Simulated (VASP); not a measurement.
# Ba (Im-3m) in VASP: further runs, part 2 of 2

VASP 6.6.1. The steps go on from the part before.

## (4) Single point, LDA (40.93 Å³/atom)

This run uses another cell than the first one, of 40.93 Å³/atom.

INCAR reads:

```
  PREC = Accurate
  ENCUT = 520
  EDIFF = 1E-6
  ISMEAR = -1
  SIGMA = 0.05
  LREAL = False
  LASPH = True
  NELM = 60
  ALGO = Normal
  ISIF = 2
  LWAVE = False
  LCHARG = True
  GGA = CA
  LELF = True
  LVHAR = True
  NBANDS = 11
```

KPOINTS reads:

```
regular mesh
0
Gamma
  11 11 11
```

POSCAR reads:

```
Ba
1.0
   -2.1709733930      2.1709733930      2.1709733930
    2.1709733930     -2.1709733930      2.1709733930
    2.1709733930      2.1709733930     -2.1709733930
Ba
1
Direct
    0.0000000000      0.0000000000      0.0000000000
```

Potentials or basis: VASP PAW LDA potentials, release 64 (Ba_sv).

Launch:

```sh
$ cat potpaw_LDA.64/Ba_sv/POTCAR > POTCAR
$ mpirun -np 1 vasp_std > vasp.out
```

OUTCAR:

```text
PREC = Accurate
   ENCUT = 520
   EDIFF = 1E-6
   ISMEAR = -1
   LREAL = False
   LASPH = True
   NELM = 60
   ISIF = 2
   GGA = CA

 ion  position               nearest neighbor table
   1  0.000  0.000  0.000-

  LATTYP: Found a body centered cubic cell.
 ALAT       =     4.3419467860

  Lattice vectors:

 A1 = (  -2.1709733930,   2.1709733930,   2.1709733930)
 A2 = (   2.1709733930,  -2.1709733930,   2.1709733930)
 A3 = (   2.1709733930,   2.1709733930,  -2.1709733930)

Analysis of symmetry for initial positions (statically):
=====================================================================
 Subroutine PRICEL returns:
 Original cell was already a primitive cell.

 Routine SETGRP: Setting up the symmetry group for a
 body centered cubic supercell.

 Subroutine GETGRP returns: Found 48 space group operations
 (whereof 48 operations were pure point group operations)
 out of a pool of 48 trial point group operations.

The static configuration has the point symmetry O_h .
[... 164 lines left out ...]
 fundamental gap:      0.0832822986
 Fermi energy:         3.1650557705

 k-point     1 :       0.0000    0.0000    0.0000
  band No.  band energies     occupation
      1     -25.2108      2.00000
      2      -9.6060      2.00000
      3      -9.6060      2.00000
      4      -9.6060      2.00000
      5       0.4655      2.00000
      6       5.3536      0.00000
      7       5.3536      0.00000
      8       5.3536      0.00000
      9       7.5259      0.00000
     10       7.5259      0.00000
     11      11.3878      0.00000
[... 309 lines left out ...]
 k-point    24 :       0.3636    0.1818    0.0909
  band No.  band energies     occupation
      1     -24.9411      2.00000
      2     -10.9852      2.00000
      3     -10.3776      2.00000
      4      -9.9118      2.00000
      5       3.0223      1.89127
      6       3.7745      0.00001
      7       5.3438      0.00000
      8       8.1118      0.00000
      9       8.6579      0.00000
     10      11.0799      0.00000
     11      11.9750      0.00000

 [... further k-points ...]

------------------------ aborting loop because EDIFF is reached ----------------------------------------

  FORCE on cell =-STRESS in cart. coord.  units (eV):
  Direction    XX          YY          ZZ          XY          YZ          ZX
  --------------------------------------------------------------------------------------
  -------------------------------------------------------------------------------------
  Total        1.1091885      1.1091885      1.1091885      0.0000000     -0.0000000      0.0000000
  in kB       43.4202608     43.4202608     43.4202608      0.0000000     -0.0000000      0.0000000
  external PRESSURE =      43.4202608 kB  Pullay stress =       0.0000000 kB

 VOLUME and BASIS-vectors are now :
 -----------------------------------------------------------------------------
  energy-cutoff  :      520.00
  volume of cell :       40.93
      direct lattice vectors                 reciprocal lattice vectors
    -2.170973393  2.170973393  2.170973393     0.000000000  0.230311436  0.230311436
     2.170973393 -2.170973393  2.170973393     0.230311436  0.000000000  0.230311436
     2.170973393  2.170973393 -2.170973393     0.230311436  0.230311436  0.000000000

 POSITION                                       TOTAL-FORCE (eV/Angst)
 -----------------------------------------------------------------------------------
      0.00000      0.00000      0.00000        -0.000000      0.000000      0.000000
 -----------------------------------------------------------------------------------
    total drift:                                0.000000      0.000000      0.000000

  FREE ENERGIE OF THE ION-ELECTRON SYSTEM (eV)
  ---------------------------------------------------
  free  energy   TOTEN  =        -2.1006956643 eV

  energy  without entropy=       -2.0907256831  energy(sigma->0) =       -2.09571067
```

OSZICAR:

```text
N       E                     dE             d eps       ncg     rms          rms(c)
DAV:   1     0.506669463301E+02    0.50667E+02   -0.48283E+03  1232   0.800E+02
DAV:   2    -0.175885539299E+00   -0.50843E+02   -0.49017E+02  1514   0.146E+02
DAV:   3    -0.210703597632E+01   -0.19312E+01   -0.19189E+01  1625   0.280E+01
DAV:   4    -0.214156360109E+01   -0.34528E-01   -0.34479E-01  1490   0.351E+00
DAV:   5    -0.214248279153E+01   -0.91919E-03   -0.91909E-03  1588   0.431E-01    0.340E+00
DAV:   6    -0.211333538373E+01    0.29147E-01   -0.26743E-02  1870   0.112E+00    0.190E+00
DAV:   7    -0.210083509665E+01    0.12500E-01   -0.28715E-02  1887   0.117E+00    0.170E-01
DAV:   8    -0.210069553140E+01    0.13957E-03   -0.46869E-04  1412   0.144E-01    0.176E-02
DAV:   9    -0.210069696815E+01   -0.14368E-05   -0.85980E-06  1519   0.185E-02    0.724E-03
DAV:  10    -0.210069565105E+01    0.13171E-05   -0.19191E-06  1381   0.911E-03    0.105E-03
DAV:  11    -0.210069566426E+01   -0.13211E-07   -0.12910E-08   778   0.931E-04
   1 F= -.21006957E+01 E0= -.20957107E+01  d E =-.996998E-02
```

stdout:

```text
POSCAR found type information on POSCAR Ba
 POSCAR found :  1 types and       1 ions
 scaLAPACK will be used
 LDA part: xc-table for (Slater(with rela. corr.)+CA(PZ))
 , standard interpolation
 POSCAR, INCAR and KPOINTS ok, starting setup
 FFT: planning ... GRIDC
 FFT: planning ... GRID_SOFT
 FFT: planning ... GRID
 WAVECAR not read
 entering main loop
```

Wall time 21 s (1 thread of AMD EPYC 7R43 (Zen 3), shared host); peak memory 0.12 GiB.

Results:

```
Free energy            : -2.1007 eV
Pressure               : 4.3 GPa
Band gap on the k mesh : zero (bands 5 and 6 overlap by 1.94 eV)
```

Caveat: the cell stands under pressure; spin-orbit coupling is left out, which moves the levels of the heavy elements.

## (5) Single point, LDA (45.24 Å³/atom)

This run uses another cell than the first one, of 45.24 Å³/atom.

INCAR reads:

```
SYSTEM = Ba
PREC = Accurate
ENCUT = 520
EDIFF = 1E-6
ISMEAR = -1
SIGMA = 0.05
LREAL = .False.
LASPH = .True.
NELM = 60
ALGO = Normal
ISIF = 2
LWAVE = .False.
LCHARG = .False.
GGA = CA
NBANDS = 11
```

KPOINTS reads:

```
regular mesh
0
Gamma
  11 11 11
  0 0 0
```

POSCAR reads:

```
Ba
1.0
   -2.2446212260      2.2446212260      2.2446212260
    2.2446212260     -2.2446212260      2.2446212260
    2.2446212260      2.2446212260     -2.2446212260
Ba
1
Direct
    0.0000000000      0.0000000000      0.0000000000
```

Launch:

```sh
$ cat potpaw_LDA.64/Ba_sv/POTCAR > POTCAR
$ mpirun -np 1 vasp_std > vasp.out
```

It took 21 s on 1 thread of AMD EPYC 7R43 (Zen 3), shared host; peak memory 0.13 GiB.

It converged, with:

| Item | Value |
| --- | --- |
| Free energy | -2.1918 eV |
| Pressure | 2.5 GPa |
| Band gap on the k mesh | zero (bands 5 and 6 overlap by 1.60 eV) |

Levels at points of the mesh, in eV from the Fermi level:
| k point | band 3 | band 4 | band 5 | band 6 | band 7 | band 8 |
| --- | --- | --- | --- | --- | --- | --- |
| (0.00, 0.00, 0.00) | -12.98 | -12.98 | -2.75 | 2.13 | 2.13 | 2.13 |

Caveat: spin-orbit coupling is left out, which moves the levels of the heavy elements.

## (6) Overview

| cell | gap on the mesh (eV) | pressure (GPa) |
| --- | --- | --- |
| a = 3.623 Å, angles 109.5°, 1 atom | none | 7.1 |
| a = 3.760 Å, angles 109.5°, 1 atom | none | 4.3 |
| a = 3.888 Å, angles 109.5°, 1 atom | none | 2.5 |

Alike in all rows: task single point; level LDA; potentials or basis VASP PAW LDA potentials, release 64 (Ba_sv); no spin polarisation; k mesh 11 × 11 × 11; cutoff (eV) 520; smearing fermi-dirac 0.05 eV.

Caveats: spin-orbit coupling is left out, which moves the levels of the heavy elements; the cell stands under pressure (at least some runs).

Total energies depend on the potentials used, so only differences within one code and one set of settings carry meaning.
